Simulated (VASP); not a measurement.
# Os (P6/mmm) in VASP: a series of runs, part 2 of 2

VASP 6.6.1. Earlier steps stand in the parts before.

**5. Single point, BLYP (15.35 Å³/atom)**

This run uses another cell than the first one, of 15.35 Å³/atom.

The input, INCAR:

```
AGGAC = 1.0
AGGAX = 1.0
ALDAC = 0.0
ALDAX = 1.0
ALGO = Normal
EDIFF = 1E-7
ENCUT = 520
GGA = B5
ISIF = 2
ISMEAR = -1
LASPH = T
LCHARG = F
LREAL = F
LWAVE = F
NBANDS = 19
NELM = 80
PREC = Accurate
SIGMA = 0.1
```

The input, KPOINTS:

```
k-points
0
Gamma
  9 9 13
```

The input, POSCAR:

```
Os
1.0
    4.3825920237      0.0000000000      0.0000000000
   -2.1912960119      3.7954360270      0.0000000000
    0.0000000000      0.0000000000      2.7678995197
Os
3
Direct
    1.0000000000      1.0000000000      0.0000000000
    0.3333333333      0.6666666667      0.5000000000
    0.6666666667      0.3333333333      0.5000000000
```

Potentials or basis: VASP PAW PBE potentials, release 64 (Os).

On the command line:

```bash
$ cat potpaw_PBE.64/Os/POTCAR > POTCAR
$ mpirun -np 1 vasp_std > vasp.out
```

OUTCAR:

```text
EDIFF = 1E-7
   ENCUT = 520
   GGA = B5
   ISIF = 2
   ISMEAR = -1
   LASPH = T
   LREAL = F
   NELM = 80
   PREC = Accurate

 ion  position               nearest neighbor table
   1  0.000  0.000  0.000-   2 2.88   3 2.88   2 2.88   3 2.88   3 2.88   3 2.88   2 2.88   2 2.88
                             3 2.88   3 2.88   2 2.88   2 2.88
   2  0.333  0.667  0.500-   3 2.53   3 2.53   3 2.53   1 2.88   1 2.88   1 2.88   1 2.88   1 2.88
                             1 2.88
   3  0.667  0.333  0.500-   2 2.53   2 2.53   2 2.53   1 2.88   1 2.88   1 2.88   1 2.88   1 2.88
                             1 2.88

  LATTYP: Found a hexagonal cell.
 ALAT       =     4.3825920237
 C/A-ratio  =     0.6315667771

  Lattice vectors:

 A1 = (   4.3825920237,   0.0000000000,   0.0000000000)
 A2 = (  -2.1912960119,   3.7954360270,   0.0000000000)
 A3 = (   0.0000000000,   0.0000000000,   2.7678995197)

Analysis of symmetry for initial positions (statically):
=====================================================================
 Subroutine PRICEL returns:
 Original cell was already a primitive cell.

 Routine SETGRP: Setting up the symmetry group for a
 hexagonal supercell.

 Subroutine GETGRP returns: Found 24 space group operations
 (whereof 24 operations were pure point group operations)
 out of a pool of 24 trial point group operations.

The static configuration has the point symmetry D_6h.

Analysis of symmetry for dynamics (positions and initial velocities):
=====================================================================
 Subroutine PRICEL returns:
 Original cell was already a primitive cell.

 Routine SETGRP: Setting up the symmetry group for a
 hexagonal supercell.

[... 119 lines left out ...]
   EMIN   =  10.00;   EMAX   =-10.00  energy-range for DOS
   EFERMI =   0.00;   METHOD = LEGACY
   ISMEAR =    -1;   SIGMA  =   0.10  broadening in eV -4-tet -1-fermi 0-gaus
   EFERMI_NEDOS =   21; number of points for ismear=-14 and -15
   IALGO  =     38    algorithm
   IMIX   =      4    mixing-type and parameters
     AMIX     =   0.40;   BMIX     =  1.00
     AMIX_MAG =   1.60;   BMIX_MAG =  1.00
  volume/ion in A,a.u.               =      15.35       103.57
  Fermi-wavevector in a.u.,A,eV,Ry     =   1.317541  2.489792 23.618558  1.735915
  Thomas-Fermi vector in A             =   2.447575
   LORBIT       =      0    0 simple, 1 ext, 2 COOP (PROOUT), +10 PAW based schemes
   GGA     = B5    functional components
   LHFCALC =     F    Hartree Fock is set to
   AEXX    =    0.0000 exact exchange contribution
   IVDW    =     0    specifies the selected vdW correction
   LEPSILON=     F    determine dielectric tensor
   LRPA    =     F    only Hartree local field effects (RPA)
 non-spin polarized calculation
  energy-cutoff  :      520.00
  volume of cell :       46.04
 maximum number of plane-waves:      1270
 NGX is ok and might be reduce to    36
   NGX = 17   NGY = 17   NGZ = 11

 number of electron      23.9999997 magnetization

 Free energy of the ion-electron system (eV)
  ---------------------------------------------------
  ext. energy  EPLUGINS =         0.00000000
  ---------------------------------------------------
  free energy    TOTEN  =       -28.13217978 eV

  energy without entropy =      -28.04848393  energy(sigma->0) =      -28.09033185

 E-fermi :   8.9126     XC(G=0): -12.8040

 val. band max:        8.9087144103   @ k =   0.2222   0.0000   0.0769
 cond. band min:       8.9137984859   @ k =   0.2222   0.2222   0.3846
 fundamental gap:      0.0050840755
 Fermi energy:         8.9126279020

 k-point     1 :       0.0000    0.0000    0.0000
  band No.  band energies     occupation
      1      -1.2021      2.00000
      2       2.5115      2.00000
      3       4.9041      2.00000
      4       5.1341      2.00000
      5       5.1341      2.00000
      6       5.1848      2.00000
[... 505 lines left out ...]
      6       5.1550      2.00000
[... 11 lines left out ...]
     18      10.9535      0.00000
     19      20.9339      0.00000

 [... further k-points ...]

------------------------ aborting loop because EDIFF is reached ----------------------------------------

  FORCE on cell =-STRESS in cart. coord.  units (eV):
  Direction    XX          YY          ZZ          XY          YZ          ZX
  --------------------------------------------------------------------------------------
  -------------------------------------------------------------------------------------
  Total        0.6187087      0.6187087      0.6774613     -0.0000000     -0.0000000      0.0000000
  in kB       21.5304830     21.5304830     23.5750174     -0.0000000     -0.0000000      0.0000000
  external PRESSURE =      22.2119945 kB  Pullay stress =       0.0000000 kB

 VOLUME and BASIS-vectors are now :
 -----------------------------------------------------------------------------
  energy-cutoff  :      520.00
  volume of cell :       46.04
      direct lattice vectors                 reciprocal lattice vectors
     4.382592024  0.000000000  0.000000000     0.228175471  0.131737170  0.000000000
    -2.191296012  3.795436027  0.000000000     0.000000000  0.263474339  0.000000000
     0.000000000  0.000000000  2.767899520     0.000000000  0.000000000  0.361284791

 POSITION                                       TOTAL-FORCE (eV/Angst)
 -----------------------------------------------------------------------------------
      0.00000      0.00000      0.00000        -0.000000      0.000000      0.000000
     -0.00000      2.53029      1.38395         0.000000     -0.000000     -0.000000
      2.19130      1.26515      1.38395        -0.000000      0.000000      0.000000
 -----------------------------------------------------------------------------------
    total drift:                                0.000000     -0.000000     -0.000000

  FREE ENERGIE OF THE ION-ELECTRON SYSTEM (eV)
  ---------------------------------------------------
  free  energy   TOTEN  =       -28.1321797785 eV

  energy  without entropy=      -28.0484839281  energy(sigma->0) =      -28.09033185
```

OSZICAR:

```text
N       E                     dE             d eps       ncg     rms          rms(c)
DAV:   1     0.173476074306E+03    0.17348E+03   -0.11284E+04  3272   0.119E+03
DAV:   2    -0.174512814017E+02   -0.19093E+03   -0.18022E+03  3274   0.403E+02
DAV:   3    -0.296202826673E+02   -0.12169E+02   -0.11462E+02  4029   0.794E+01
DAV:   4    -0.299785694512E+02   -0.35829E+00   -0.35427E+00  3573   0.143E+01
DAV:   5    -0.299826151230E+02   -0.40457E-02   -0.40425E-02  3613   0.136E+00    0.245E+01
DAV:   6    -0.285531532498E+02    0.14295E+01   -0.24910E+00  4076   0.114E+01    0.111E+01
DAV:   7    -0.287225814951E+02   -0.16943E+00   -0.49066E+00  4778   0.167E+01    0.623E+00
DAV:   8    -0.281379755498E+02    0.58461E+00   -0.26904E+00  4816   0.113E+01    0.599E-01
DAV:   9    -0.281334441394E+02    0.45314E-02   -0.73115E-02  3288   0.209E+00    0.294E-01
DAV:  10    -0.281324554039E+02    0.98874E-03   -0.15605E-03  3784   0.332E-01    0.193E-01
DAV:  11    -0.281321904322E+02    0.26497E-03   -0.50954E-04  3279   0.188E-01    0.281E-02
DAV:  12    -0.281321825147E+02    0.79175E-05   -0.22921E-05  3887   0.360E-02    0.130E-02
DAV:  13    -0.281321798556E+02    0.26591E-05   -0.39749E-06  3758   0.169E-02    0.424E-03
DAV:  14    -0.281321797392E+02    0.11639E-06   -0.13244E-07  1944   0.299E-03    0.148E-03
DAV:  15    -0.281321797785E+02   -0.39231E-07   -0.42584E-08  1731   0.240E-03
   1 F= -.28132180E+02 E0= -.28090332E+02  d E =-.836959E-01
```

stdout:

```text
POSCAR found type information on POSCAR Os
 POSCAR found :  1 types and       3 ions
 scaLAPACK will be used
 -----------------------------------------------------------------------------
|                                                                             |
|                                                                             |
|     You enforced a specific xc type in the INCAR file but a different       |
|     I HOPE YOU KNOW WHAT YOU ARE DOING!                                     |
|                                                                             |
 -----------------------------------------------------------------------------

 LDA part: xc-table for (Slater(with rela. corr.)+VWN5), standard interpolation
 POSCAR, INCAR and KPOINTS ok, starting setup
 FFT: planning ... GRIDC
 FFT: planning ... GRID_SOFT
 FFT: planning ... GRID
 WAVECAR not read
 entering main loop
```

Wall time 1.8 min (1 thread of Intel Xeon 8259CL, shared host); peak memory 0.22 GiB.

What came out:

- Free energy: -28.1322 eV
- Pressure: 2.2 GPa
- Band gap on the k mesh: zero (bands 12 and 13 overlap by 2.52 eV)

Stress tensor (GPa, compression positive):
```
2.15 0.00 0.00
0.00 2.15 0.00
0.00 0.00 2.36
```

Levels at points of the mesh, in eV from the Fermi level:
| k point | band 8 | band 9 | band 10 | band 11 | band 12 | band 13 | band 14 | band 15 | band 16 | band 17 |
| --- | --- | --- | --- | --- | --- | --- | --- | --- | --- | --- |
| (0.00, 0.00, 0.00) | -3.03 | -2.23 | -2.23 | -1.50 | -1.50 | -1.43 | -1.43 | 2.10 | 2.10 | 6.64 |

Caveat: the PAW data sets were made with another functional, which shifts forces and pressure a little; spin-orbit coupling is left out, which moves the levels of the heavy elements.

**6. Summary**

| cell | gap on the mesh (eV) | pressure (GPa) |
| --- | --- | --- |
| a = 4.200, b = 4.200, c = 2.652 Å, angles 90.0, 90.0, 120.0°, 3 atoms | none | 60.6 |
| a = 4.262, b = 4.262, c = 2.692 Å, angles 90.0, 90.0, 120.0°, 3 atoms | none | 36.4 |
| a = 4.323, b = 4.323, c = 2.730 Å, angles 90.0, 90.0, 120.0°, 3 atoms | none | 17.3 |
| a = 4.383, b = 4.383, c = 2.768 Å, angles 90.0, 90.0, 120.0°, 3 atoms | none | 2.2 |

Alike in all rows: task single point; level BLYP; potentials or basis VASP PAW PBE potentials, release 64 (Os); no spin polarisation; k mesh 9 × 9 × 13; cutoff (eV) 520; smearing fermi-dirac 0.1 eV.

Caveats: the PAW data sets were made with another functional, which shifts forces and pressure a little; spin-orbit coupling is left out, which moves the levels of the heavy elements; the cell stands under pressure (at least some runs).

Absolute energies hang on the potentials; compare differences alone.
